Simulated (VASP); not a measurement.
# C in VASP: a series of runs

C is run at these levels: LDA; tasks: single point, relaxation of cell and atoms.

Program: VASP 6.6.1. These are calculated values, not measurements. Logs are shortened: lines on timing, memory, paths and dates and some standing lists are left out, and cuts for length are marked.

## (1) The cell of the first run

The cell holds a slab with vacuum, 2 atoms: a = 2.444 Å, b = 2.444 Å, c = 8.525 Å, α = 90.00°, β = 90.00°, γ = 120.00°.

## (2) Single point, LDA

Input file INCAR:

```
PREC = Accurate ; ENCUT = 520
EDIFF = 1E-7 ; ISMEAR = 0
SIGMA = 0.1 ; LREAL = F
LASPH = T ; NELM = 80
ALGO = Normal ; ISIF = 2
LWAVE = F ; LCHARG = T
GGA = CA ; LELF = T
LVHAR = T ; NBANDS = 11
```

Input file KPOINTS:

```
Automatic mesh
0
Gamma
  21 21 6
```

Input file POSCAR:

```
C
1.0
    2.4444537622      0.0000000000      0.0000000000
   -1.2222268811      2.1169590565      0.0000000000
    0.0000000000      0.0000000000      8.5253750508
C
2
Direct
    0.3333333333      0.6666666667      0.0000000000
    0.6666666667      0.3333333333      0.0000000000
```

Potentials or basis: VASP PAW LDA potentials, release 64 (C).

The run is started by

```
$ cat potpaw_LDA.64/C/POTCAR > POTCAR
$ mpirun -np 1 vasp_std > vasp.out
```

OUTCAR:

```text
PREC = Accurate
   ENCUT = 520
   EDIFF = 1E-7
   ISMEAR = 0
   LREAL = F
   LASPH = T
   NELM = 80
   ISIF = 2
   GGA = CA

 ion  position               nearest neighbor table
   1  0.333  0.667  0.000-   2 1.41   2 1.41   2 1.41
   2  0.667  0.333  0.000-   1 1.41   1 1.41   1 1.41

  LATTYP: Found a hexagonal cell.
 ALAT       =     2.4444537622
 C/A-ratio  =     3.4876401357

  Lattice vectors:

 A1 = (   2.4444537622,   0.0000000000,   0.0000000000)
 A2 = (  -1.2222268811,   2.1169590565,   0.0000000000)
 A3 = (   0.0000000000,   0.0000000000,   8.5253750508)

Analysis of symmetry for initial positions (statically):
=====================================================================
 Subroutine PRICEL returns:
 Original cell was already a primitive cell.

 Routine SETGRP: Setting up the symmetry group for a
 hexagonal supercell.

 Subroutine GETGRP returns: Found 24 space group operations
 (whereof 24 operations were pure point group operations)
 out of a pool of 24 trial point group operations.

The static configuration has the point symmetry D_6h.

Analysis of symmetry for dynamics (positions and initial velocities):
=====================================================================
 Subroutine PRICEL returns:
 Original cell was already a primitive cell.

 Routine SETGRP: Setting up the symmetry group for a
 hexagonal supercell.

 Subroutine GETGRP returns: Found 24 space group operations
 (whereof 24 operations were pure point group operations)
 out of a pool of 24 trial point group operations.

The dynamic configuration has the point symmetry D_6h.

 Subroutine INISYM returns: Found 24 space group operations
 (whereof 24 operations are pure point group operations),
 and found     1 'primitive' translations

----------------------------------------------------------------------------------------

                                     Primitive cell

  volume of cell :      44.1172

  direct lattice vectors                    reciprocal lattice vectors
     2.444453762  0.000000000  0.000000000     0.409089350  0.236187846  0.000000000
    -1.222226881  2.116959056  0.000000000     0.000000000  0.472375692  0.000000000
     0.000000000  0.000000000  8.525375051     0.000000000  0.000000000  0.117296892

  length of vectors
     2.444453762  2.444453762  8.525375051     0.472375692  0.472375692  0.117296892

  position of ions in fractional coordinates (direct lattice)
     0.333333333  0.666666667  0.000000000
     0.666666667  0.333333333  0.000000000

  ion indices of the primitive-cell ions
   primitive index   ion index
                 1           1
                 2           2

----------------------------------------------------------------------------------------

 KPOINTS: Automatic mesh

Automatic generation of k-mesh.
 Grid dimensions read from file:
 generate k-points for:   21   21    6

 Generating k-lattice:

  Cartesian coordinates                     Fractional coordinates (reciprocal lattice)
     0.019480445  0.011247040  0.000000000     0.047619048  0.000000000  0.000000000
     0.000000000  0.022494081  0.000000000     0.000000000  0.047619048  0.000000000
     0.000000000  0.000000000  0.019549482     0.000000000  0.000000000  0.166666667

  Length of vectors
     0.022494081  0.022494081  0.019549482

  Shift w.r.t. Gamma in fractional coordinates (k-lattice)
     0.000000000  0.000000000  0.000000000

 Subroutine IBZKPT returns following result:
 ===========================================

 Found    192 irreducible k-points:

 Following reciprocal coordinates:
            Coordinates               Weight
  0.000000  0.000000  0.000000      1.000000
  0.047619  0.000000  0.000000      6.000000
  0.095238  0.000000  0.000000      6.000000
  0.142857 -0.000000  0.000000      6.000000
  0.190476  0.000000  0.000000      6.000000
  0.238095  0.000000  0.000000      6.000000
[... 16 lines left out ...]
  0.142857  0.095238  0.000000     12.000000
  0.190476  0.095238  0.000000     12.000000
 [... further k-points ...]
   k-points           NKPTS =    192   k-points in BZ     NKDIM =    192   number of bands    NBANDS=     11
   number of dos      NEDOS =    301   number of ions     NIONS =      2
   total plane-waves  NPLWV =  20736
   dimension x,y,z NGX =    18 NGY =   18 NGZ =   64
   dimension x,y,z NGXF=    36 NGYF=   36 NGZF=  128
   ions per type =               2
   NGX,Y,Z   is equivalent  to a cutoff of  12.24, 12.24, 12.48 a.u.
   NGXF,Y,Z  is equivalent  to a cutoff of  24.48, 24.48, 24.96 a.u.
 SYSTEM =  unknown system
   PREC   = accura    normal or accurate (medium, high low for compatibility)
   ISTART =      0    job   : 0-new  1-cont  2-samecut
   ICHARG =      2    charge: 1-file 2-atom 10-const
   ISPIN  =      1    spin polarized calculation?
   LNONCOLLINEAR =      F non collinear calculations
   LSORBIT =      F    spin-orbit coupling
   LASPH  =      T    aspherical Exc in radial PAW
   ENCUT  =  520.0 eV  38.22 Ry    6.18 a.u.   4.55  4.55 15.85*2*pi/ulx,y,z
   NELM   =     80;   NELMIN=  2; NELMDL= -5     # of ELM steps
   EDIFF  = 0.1E-06   stopping-criterion for ELM
   LREAL  =      F    real-space projection
   EDIFFG = 0.1E-05   stopping-criterion for IOM
   NSW    =      0    number of steps for IOM
   IBRION =     -1    ionic relax: 0-MD 1-quasi-New 2-CG
   NFREE  =      0    steps in history (QN), initial steepest desc. (CG)
   ISIF   =      2    stress and relaxation
   ISYM   =      2    0-nonsym 1-usesym 2-fastsym
   POTIM  = 0.5000    time-step for ionic-motion
   TEBEG  =    0.0;   TEEND  =   0.0 temperature during run
   PSTRESS=    0.0 pullay stress
   NELECT =       8.0000    total number of electrons
   NUPDOWN=      -1.0000    fix difference up-down
   EMIN   =  10.00;   EMAX   =-10.00  energy-range for DOS
   EFERMI =   0.00;   METHOD = LEGACY
   ISMEAR =     0;   SIGMA  =   0.10  broadening in eV -4-tet -1-fermi 0-gaus
   EFERMI_NEDOS =   21; number of points for ismear=-14 and -15
   IALGO  =     38    algorithm
   IMIX   =      4    mixing-type and parameters
     AMIX     =   0.40;   BMIX     =  1.00
     AMIX_MAG =   1.60;   BMIX_MAG =  1.00
  volume/ion in A,a.u.               =      22.06       148.86
  Fermi-wavevector in a.u.,A,eV,Ry     =   0.926621  1.751060 11.682328  0.858627
  Thomas-Fermi vector in A             =   2.052603
   LORBIT       =      0    0 simple, 1 ext, 2 COOP (PROOUT), +10 PAW based schemes
   GGA     = CA    functional components
   LHFCALC =     F    Hartree Fock is set to
   AEXX    =    0.0000 exact exchange contribution
   IVDW    =     0    specifies the selected vdW correction
   LEPSILON=     F    determine dielectric tensor
   LRPA    =     F    only Hartree local field effects (RPA)
 non-spin polarized calculation
 Gauss-broadening in eV      SIGMA  =   0.10
  energy-cutoff  :      520.00
  volume of cell :       44.12
 maximum number of plane-waves:      1211
   NGX =  9   NGY =  9   NGZ = 31

 number of electron       7.9999997 magnetization

 Free energy of the ion-electron system (eV)
  ---------------------------------------------------
  ext. energy  EPLUGINS =         0.00000000
  ---------------------------------------------------
  free energy    TOTEN  =       -20.17508882 eV

  energy without entropy =      -20.17457708  energy(sigma->0) =      -20.17483295

 E-fermi :  -0.8342     XC(G=0):  -5.1201

 val. band max:       -0.8341757556   @ k =   0.3333   0.3333   0.3333
 cond. band min:      -0.8341391419   @ k =   0.3333   0.3333   0.1667
 fundamental gap:      0.0000366138
 Fermi energy:        -0.8341583872

 k-point     1 :       0.0000    0.0000    0.0000
  band No.  band energies     occupation
      1     -20.3430      2.00000
      2      -8.6521      2.00000
      3      -3.8620      2.00000
      4      -3.8620      2.00000
      5       2.2538      0.00000
      6       4.5983      0.00000
      7       6.2146      0.00000
      8       7.5961      0.00000
      9       7.5961      0.00000
     10      10.8097      0.00000
     11      12.5539      0.00000

 k-point     2 :       0.0476    0.0000    0.0000
  band No.  band energies     occupation
      1     -20.2889      2.00000
      2      -8.5866      2.00000
      3      -4.0784      2.00000
      4      -3.9809      2.00000
      5       2.3276      0.00000
      6       4.6705      0.00000
      7       6.2844      0.00000
      8       7.6309      0.00000
      9       7.8336      0.00000
     10      10.6191      0.00000
     11      12.6373      0.00000

 k-point     3 :       0.0952    0.0000    0.0000
  band No.  band energies     occupation
      1     -20.1268      2.00000
      2      -8.3904      2.00000
      3      -4.6872      2.00000
      4      -4.3061      2.00000
      5       2.5489      0.00000
      6       4.8867      0.00000
      7       6.4938      0.00000
      8       7.6971      0.00000
      9       8.5127      0.00000
     10      10.0691      0.00000
     11      12.9014      0.00000

 k-point     4 :       0.1429   -0.0000    0.0000
  band No.  band energies     occupation
      1     -19.8573      2.00000
      2      -8.0653      2.00000
      3      -5.5938      2.00000
      4      -4.7650      2.00000
      5       2.9178      0.00000
      6       5.2453      0.00000
      7       6.8385      0.00000
      8       7.7289      0.00000
      9       9.2170      0.00000
     10       9.5541      0.00000
     11      13.3596      0.00000
[... 239 lines left out ...]
 k-point    22 :       0.0952    0.0952    0.0000
  band No.  band energies     occupation
      1     -19.6960      2.00000
      2      -7.8713      2.00000
      3      -5.9280      2.00000
      4      -5.1940      2.00000
      5       3.1395      0.00000
      6       5.4601      0.00000
      7       7.0573      0.00000
      8       8.1259      0.00000
      9       8.7571      0.00000
     10       9.6146      0.00000
     11      13.7797      0.00000

 k-point    23 :       0.1429    0.0952    0.0000
  band No.  band energies     occupation
      1     -19.3208      2.00000
      2      -7.4223      2.00000
      3      -6.8591      2.00000
      4      -5.8105      2.00000
      5       3.6561      0.00000
      6       5.9561      0.00000
      7       7.5438      0.00000
      8       7.7505      0.00000
      9       8.3460      0.00000
     10      10.4153      0.00000
     11      13.9318      0.00000

 k-point    24 :       0.1905    0.0952    0.0000
  band No.  band energies     occupation
      1     -18.8410      2.00000
      2      -7.9525      2.00000
      3      -6.8532      2.00000
      4      -6.3921      2.00000
      5       4.3193      0.00000
      6       6.4553      0.00000
      7       6.7260      0.00000
      8       8.0702      0.00000
      9       8.4907      0.00000
     10      11.4710      0.00000
     11      14.3283      0.00000

 [... further k-points ...]

------------------------ aborting loop because EDIFF is reached ----------------------------------------

  FORCE on cell =-STRESS in cart. coord.  units (eV):
  Direction    XX          YY          ZZ          XY          YZ          ZX
  --------------------------------------------------------------------------------------
  -------------------------------------------------------------------------------------
  Total        0.1514402      0.1514402     -0.0139417      0.0000000      0.0000000      0.0000000
  in kB        5.4997642      5.4997642     -0.5063119      0.0000000      0.0000000      0.0000000
  external PRESSURE =       3.4977389 kB  Pullay stress =       0.0000000 kB

 VOLUME and BASIS-vectors are now :
 -----------------------------------------------------------------------------
  energy-cutoff  :      520.00
  volume of cell :       44.12
      direct lattice vectors                 reciprocal lattice vectors
     2.444453762  0.000000000  0.000000000     0.409089350  0.236187846  0.000000000
    -1.222226881  2.116959056  0.000000000     0.000000000  0.472375692  0.000000000
     0.000000000  0.000000000  8.525375051     0.000000000  0.000000000  0.117296892

 POSITION                                       TOTAL-FORCE (eV/Angst)
 -----------------------------------------------------------------------------------
     -0.00000      1.41131      0.00000        -0.000000     -0.000000      0.000000
      1.22223      0.70565      0.00000         0.000000      0.000000     -0.000000
 -----------------------------------------------------------------------------------
    total drift:                                0.000000     -0.000000      0.000000

  FREE ENERGIE OF THE ION-ELECTRON SYSTEM (eV)
  ---------------------------------------------------
  free  energy   TOTEN  =       -20.1750888156 eV

  energy  without entropy=      -20.1745770790  energy(sigma->0) =      -20.17483295
```

Wall time 35 s (1 thread of AMD EPYC 9R45 (Zen 5), shared host); peak memory 0.16 GiB.

What came out:

```
Free energy            : -20.1751 eV
Band gap on the k mesh : zero (filled and empty bands touch)
```

Levels at points of the mesh, in eV from the Fermi level:
| k point | band 1 | band 2 | band 3 | band 4 | band 5 | band 6 | band 7 | band 8 |
| --- | --- | --- | --- | --- | --- | --- | --- | --- |
| (0.00, 0.00, 0.00) | -19.51 | -7.82 | -3.03 | -3.03 | 3.09 | 5.43 | 7.05 | 8.43 |
| (0.00, 0.00, 0.50) | -19.51 | -7.82 | -3.03 | -3.03 | 3.69 | 4.02 | 8.43 | 8.43 |

## (3) Relaxation of cell and atoms, LDA

This run uses another cell than the first one, of 22.27 Å³/atom, 1.009 times its volume.

Input file INCAR:

```
SYSTEM = C
PREC = Accurate ; ENCUT = 600
EDIFF = 1E-6 ; ISMEAR = 0
SIGMA = 0.1 ; LREAL = .FALSE.
LASPH = .TRUE. ; NELM = 80
ALGO = Normal ; ISIF = 3
LWAVE = .FALSE. ; LCHARG = .FALSE.
GGA = CA ; IBRION = 2
NSW = 100 ; EDIFFG = -0.005
```

Input file KPOINTS:

```
Automatic mesh
0
G
  21 21 6
  0 0 0
```

Input file POSCAR:

```
C
1.0
    2.4561701622      0.0000000000      0.0000000000
   -1.2280850811      2.1271057565      0.0000000000
    0.0000000000      0.0000000000      8.5238033600
C
2
Direct
    0.3333333300      0.6666666700      0.0000000000
    0.6666666700      0.3333333300      0.0000000000
```

Potentials or basis: VASP PAW LDA potentials, release 64 (C).

The run is started by

```
$ cat potpaw_LDA.64/C/POTCAR > POTCAR
$ mpirun -np 1 vasp_std > vasp.out
```

OUTCAR:

```text
SYSTEM = C
   PREC = Accurate
   ENCUT = 600
   EDIFF = 1E-6
   ISMEAR = 0
   LREAL = .FALSE.
   LASPH = .TRUE.
   NELM = 80
   ISIF = 3
   GGA = CA
   IBRION = 2
   NSW = 100
   EDIFFG = -0.005

 ion  position               nearest neighbor table
   1  0.333  0.667  0.000-   2 1.42   2 1.42   2 1.42
   2  0.667  0.333  0.000-   1 1.42   1 1.42   1 1.42

  LATTYP: Found a hexagonal cell.
 ALAT       =     2.4561701622
 C/A-ratio  =     3.4703635323

  Lattice vectors:

 A1 = (   2.4561701622,   0.0000000000,   0.0000000000)
 A2 = (  -1.2280850811,   2.1271057565,   0.0000000000)
 A3 = (   0.0000000000,   0.0000000000,   8.5238033600)

Analysis of symmetry for initial positions (statically):
=====================================================================
 Subroutine PRICEL returns:
 Original cell was already a primitive cell.

 Routine SETGRP: Setting up the symmetry group for a
 hexagonal supercell.

 Subroutine GETGRP returns: Found 24 space group operations
 (whereof 24 operations were pure point group operations)
 out of a pool of 24 trial point group operations.

The static configuration has the point symmetry D_6h.

Analysis of symmetry for dynamics (positions and initial velocities):
[... 160 lines left out ...]

  energy without entropy =      -20.17949803  energy(sigma->0) =      -20.17975390

------------------------ aborting loop because EDIFF is reached ----------------------------------------

  FORCE on cell =-STRESS in cart. coord.  units (eV):
  Direction    XX          YY          ZZ          XY          YZ          ZX
  --------------------------------------------------------------------------------------
  -------------------------------------------------------------------------------------
  Total       -0.5776369     -0.5776369     -0.0419618     -0.0000000     -0.0000000      0.0000000
  in kB      -20.7818668    -20.7818668     -1.5096761     -0.0000000     -0.0000000      0.0000000
  external PRESSURE =     -14.3578033 kB  Pullay stress =       0.0000000 kB
[... 901 lines left out ...]
 k-point    24 :       0.1905    0.0952    0.0000
  band No.  band energies     occupation
      1     -14.4836      2.00000
      2      -3.5617      2.00000
      3      -1.9960      2.00000
      4      -1.9938      2.00000
      5       8.4291      0.00000
      6      11.1750      0.00000
      7      12.6785      0.00000
      8      15.8277      0.00000

 [... further k-points ...]

[... ionic steps 4 to 21 ...]

--------------------------------------- Ionic step       22  -------------------------------------------

 number of electron       7.9999999 magnetization

------------------------ aborting loop because EDIFF is reached ----------------------------------------
[... 67 lines left out ...]
--------------------------------------- Ionic step       24  -------------------------------------------

 number of electron       7.9999999 magnetization

 Free energy of the ion-electron system (eV)
  ---------------------------------------------------
  ext. energy  EPLUGINS =         0.00000000
  ---------------------------------------------------
  free energy    TOTEN  =       -20.22798437 eV

  energy without entropy =      -20.22798235  energy(sigma->0) =      -20.22798336

 E-fermi :   4.1036     XC(G=0): -10.3429

 val. band max:        3.8762008178   @ k =   0.3333   0.3333   0.3333
 cond. band min:       4.3302981454   @ k =   0.3333   0.3333   0.1667
 fundamental gap:      0.4540973275
 Fermi energy:         4.1035902819
[... 293 lines left out ...]
  FREE ENERGIE OF THE ION-ELECTRON SYSTEM (eV)
  ---------------------------------------------------
  free  energy   TOTEN  =       -20.2279843698 eV

  energy  without entropy=      -20.2279823512  energy(sigma->0) =      -20.22798336

 reached required accuracy - stopping structural energy minimisation
```

CONTCAR:

```text
C
   1.00000000000000
     2.4457422184169011    0.0000000000000007    0.0000000000000000
    -1.2228711092084494    2.1180748922743482    0.0000000000000000
    -0.0000000000000001    0.0000000000000000    3.5941581421371214
  C
     2
Direct
     0.3333333300000021    0.6666666699999979    0.0000000000000000
     0.6666666699999979    0.3333333300000021    0.0000000000000000

  0.00000000E+00  0.00000000E+00  0.00000000E+00
  0.00000000E+00  0.00000000E+00  0.00000000E+00
```

Run time: 8.3 min. Hardware: 1 thread of AMD EPYC 9R45 (Zen 5), shared host; peak memory 0.17 GiB.

Results:

```yaml
Free_energy: -20.2280 eV
Relaxed_volume: 9.31 Å³/atom
Relaxed_cell: a = 2.446 Å, b = 2.446 Å, c = 3.594 Å, α = 90.00°, β = 90.00°, γ = 120.00°
Space_group_after_relaxing_to_0.05_Å: P6/mmm (No. 191)
Energy_gained_by_relaxing: 24.0 meV/atom
Ionic_steps: 24
Band_gap_on_the_k_mesh: zero (band 4 reaches 4.58 eV, above the bottom of band 5 at 3.67 eV)
```

Step by step:
```csv
step,energy change (eV),largest force (eV/Å),pressure (GPa),volume (Å³)
1,0.0000,0.0000,-1.44,44.53
2,0.0113,0.0000,3.42,43.26
3,-0.0024,0.0000,-0.07,44.15
4,-0.0024,0.0000,-0.04,44.14
5,-0.0025,0.0000,-0.04,44.11
6,-0.0026,0.0000,-0.04,43.99
7,-0.0028,0.0000,-0.04,43.75
8,-0.0033,0.0000,-0.04,43.28
9,-0.0044,0.0000,-0.04,42.33
10,-0.0065,0.0000,-0.03,40.44
11,-0.0103,0.0000,0.03,36.66
12,-0.0154,0.0000,0.19,29.10
13,0.2417,0.0000,9.98,14.00
14,-0.0156,0.0000,0.19,28.80
15,-0.0346,0.0000,0.28,21.39
16,-0.0441,0.0000,1.05,17.70
17,-0.0433,0.0000,0.33,19.89
18,-0.0477,0.0000,0.57,18.79
19,-0.0476,0.0000,0.72,18.29
20,0.0171,0.0000,-16.04,19.32
21,-0.0477,0.0000,0.06,18.33
22,-0.0477,0.0000,0.07,18.32
23,-0.0479,0.0000,0.03,18.48
24,-0.0480,0.0000,-0.01,18.62
```

Final structure:
```xyz
2
Lattice="2.4457 0.0000 0.0000 -1.2229 2.1181 0.0000 0.0000 0.0000 3.5942" Properties=species:S:1:pos:R:3 pbc="T T T"
C     0.0000    1.4120    0.0000
C     1.2229    0.7060    0.0000
```

Caveat: the volume moved by over 15 % at a fixed basis, so the end points are rough.

[end of part 1 of 2]
